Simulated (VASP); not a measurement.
# PbSe (Pm-3m) in VASP: settings compared, part 2 of 2

VASP 6.6.1.

### 5 Single point, PBEsol (volume scaled by 0.98)

INCAR

```
SYSTEM = PbSe
  ALGO = Normal
  EDIFF = 1E-6
  ENCUT = 520
  GGA = PS
  ISIF = 2
  ISMEAR = -1
  LASPH = .TRUE.
  LCHARG = .FALSE.
  LREAL = .FALSE.
  LWAVE = .FALSE.
  NBANDS = 17
  NELM = 80
  PREC = Accurate
  SIGMA = 0.05
```

KPOINTS

```
k-points
0
G
  7 7 7
  0 0 0
```

POSCAR

```
PbSe
1.0
    3.7589231005      0.0000000000      0.0000000000
    0.0000000000      3.7589231005      0.0000000000
    0.0000000000      0.0000000000      3.7589231005
Pb Se
1 1
Direct
    0.0000000000      0.0000000000      0.0000000000
    0.5000000000      0.5000000000      0.5000000000
```

Potentials or basis: VASP PAW PBE potentials, release 64 (Pb_d, Se).

On the command line:

```bash
$ cat potpaw_PBE.64/Pb_d/POTCAR potpaw_PBE.64/Se/POTCAR > POTCAR
$ mpirun -np 1 vasp_std > vasp.out
```

OUTCAR:

```text
SYSTEM = PbSe
   EDIFF = 1E-6
   ENCUT = 520
   GGA = PS
   ISIF = 2
   ISMEAR = -1
   LASPH = .TRUE.
   LREAL = .FALSE.
   NELM = 80
   PREC = Accurate

 ion  position               nearest neighbor table
   1  0.000  0.000  0.000-   2 3.26   2 3.26   2 3.26   2 3.26   2 3.26   2 3.26   2 3.26   2 3.26

   2  0.500  0.500  0.500-   1 3.26   1 3.26   1 3.26   1 3.26   1 3.26   1 3.26   1 3.26   1 3.26

  LATTYP: Found a simple cubic cell.
 ALAT       =     3.7589231005

  Lattice vectors:

 A1 = (   3.7589231005,   0.0000000000,   0.0000000000)
 A2 = (   0.0000000000,   3.7589231005,   0.0000000000)
 A3 = (   0.0000000000,   0.0000000000,   3.7589231005)

Analysis of symmetry for initial positions (statically):
=====================================================================
 Subroutine PRICEL returns:
 Original cell was already a primitive cell.

 Routine SETGRP: Setting up the symmetry group for a
 simple cubic supercell.

 Subroutine GETGRP returns: Found 48 space group operations
 (whereof 48 operations were pure point group operations)
 out of a pool of 48 trial point group operations.

The static configuration has the point symmetry O_h .

Analysis of symmetry for dynamics (positions and initial velocities):
=====================================================================
 Subroutine PRICEL returns:
 Original cell was already a primitive cell.

 Routine SETGRP: Setting up the symmetry group for a
 simple cubic supercell.

 Subroutine GETGRP returns: Found 48 space group operations
 (whereof 48 operations were pure point group operations)
 out of a pool of 48 trial point group operations.

The dynamic configuration has the point symmetry O_h .

 Subroutine INISYM returns: Found 48 space group operations
 (whereof 48 operations are pure point group operations),
 and found     1 'primitive' translations

----------------------------------------------------------------------------------------
[... 105 lines left out ...]
   IALGO  =     38    algorithm
   IMIX   =      4    mixing-type and parameters
     AMIX     =   0.40;   BMIX     =  1.00
     AMIX_MAG =   1.60;   BMIX_MAG =  1.00
  volume/ion in A,a.u.               =      26.56       179.21
  Fermi-wavevector in a.u.,A,eV,Ry     =   1.182192  2.234019 19.015205  1.397578
  Thomas-Fermi vector in A             =   2.318451
   LORBIT       =      0    0 simple, 1 ext, 2 COOP (PROOUT), +10 PAW based schemes
   GGA     = PS    functional components
   LHFCALC =     F    Hartree Fock is set to
   AEXX    =    0.0000 exact exchange contribution
   IVDW    =     0    specifies the selected vdW correction
   LEPSILON=     F    determine dielectric tensor
   LRPA    =     F    only Hartree local field effects (RPA)
 non-spin polarized calculation
  energy-cutoff  :      520.00
  volume of cell :       53.11
 maximum number of plane-waves:      1440
 NGX is ok and might be reduce to    28
   NGX = 13   NGY = 13   NGZ = 13

 number of electron      20.0000011 magnetization

 Free energy of the ion-electron system (eV)
  ---------------------------------------------------
  ext. energy  EPLUGINS =         0.00000000
  ---------------------------------------------------
  free energy    TOTEN  =        -8.49526943 eV

  energy without entropy =       -8.48524911  energy(sigma->0) =       -8.49025927

 E-fermi :   5.3708     XC(G=0): -10.2180

 val. band max:        5.3521135222   @ k =   0.4286   0.4286   0.0000
 cond. band min:       5.3851180945   @ k =   0.1429   0.1429   0.1429
 fundamental gap:      0.0330045723
 Fermi energy:         5.3707875376

 k-point     1 :       0.0000    0.0000    0.0000
  band No.  band energies     occupation
      1     -11.4339      2.00000
      2     -11.4339      2.00000
      3     -11.2736      2.00000
      4     -11.2736      2.00000
      5     -11.2736      2.00000
      6      -7.9560      2.00000
[... 377 lines left out ...]
      4     -11.2363      2.00000
      5     -11.2363      2.00000
      6      -5.9701      2.00000
[... 9 lines left out ...]
     16      18.5177      0.00000
     17      22.2671      0.00000

------------------------ aborting loop because EDIFF is reached ----------------------------------------

  FORCE on cell =-STRESS in cart. coord.  units (eV):
  Direction    XX          YY          ZZ          XY          YZ          ZX
  --------------------------------------------------------------------------------------
  -------------------------------------------------------------------------------------
  Total       -0.7785076     -0.7785076     -0.7785076     -0.0000000     -0.0000000     -0.0000000
  in kB      -23.4845983    -23.4845983    -23.4845983     -0.0000000     -0.0000000     -0.0000000
  external PRESSURE =     -23.4845983 kB  Pullay stress =       0.0000000 kB

 VOLUME and BASIS-vectors are now :
 -----------------------------------------------------------------------------
  energy-cutoff  :      520.00
  volume of cell :       53.11
      direct lattice vectors                 reciprocal lattice vectors
     3.758923101  0.000000000  0.000000000     0.266033641  0.000000000  0.000000000
     0.000000000  3.758923101  0.000000000     0.000000000  0.266033641  0.000000000
     0.000000000  0.000000000  3.758923101     0.000000000  0.000000000  0.266033641

 POSITION                                       TOTAL-FORCE (eV/Angst)
 -----------------------------------------------------------------------------------
      0.00000      0.00000      0.00000         0.000000      0.000000      0.000000
      1.87946      1.87946      1.87946         0.000000      0.000000      0.000000
 -----------------------------------------------------------------------------------
    total drift:                               -0.000000      0.000000      0.000000

  FREE ENERGIE OF THE ION-ELECTRON SYSTEM (eV)
  ---------------------------------------------------
  free  energy   TOTEN  =        -8.4952694345 eV

  energy  without entropy=       -8.4852491140  energy(sigma->0) =       -8.49025927
```

Wall time 29 s (1 thread of AMD EPYC 7R13, shared host); peak memory 0.13 GiB.

Results:

- Free energy: -8.4953 eV
- Pressure: -2.3 GPa
- Band gap on the k mesh: zero (band 10 reaches 5.39 eV, above the bottom of band 11 at 5.15 eV)

Levels at points of the mesh, in eV from the Fermi level:
```tsv
k point	band 7	band 8	band 9	band 10	band 11	band 12	band 13	band 14
(0.00, 0.00, 0.00)	-7.01	-1.52	-1.52	-1.52	5.06	5.06	6.21	6.21
```

Caveat: the PAW data sets were made with another functional, which shifts forces and pressure a little; spin-orbit coupling is left out, which moves the levels of the heavy elements.

### 6 Summary

| level | potentials or basis | cell | gap on the mesh (eV) | pressure (GPa) |
| --- | --- | --- | --- | --- |
| PBEsol | VASP PAW PBE potentials, release 64 (Pb_d, Se) | a = 3.733 Å, 2 atoms | none | -1.3 |
| LDA | VASP PAW LDA potentials, release 64 (Pb_d, Se) | a = 3.759 Å, 2 atoms | none | -3.9 |
| LDA | VASP PAW LDA potentials, release 64 (Pb_d, Se) | a = 3.784 Å, 2 atoms | none | -4.7 |
| PBEsol | VASP PAW PBE potentials, release 64 (Pb_d, Se) | a = 3.759 Å, 2 atoms | none | -2.3 |

Alike in all rows: task single point; no spin polarisation; k mesh 7 × 7 × 7; cutoff (eV) 520; smearing fermi-dirac 0.05 eV.

Caveats: spin-orbit coupling is left out, which moves the levels of the heavy elements; the PAW data sets were made with another functional, which shifts forces and pressure a little (some runs).

Absolute energies hang on the potentials; compare differences alone.
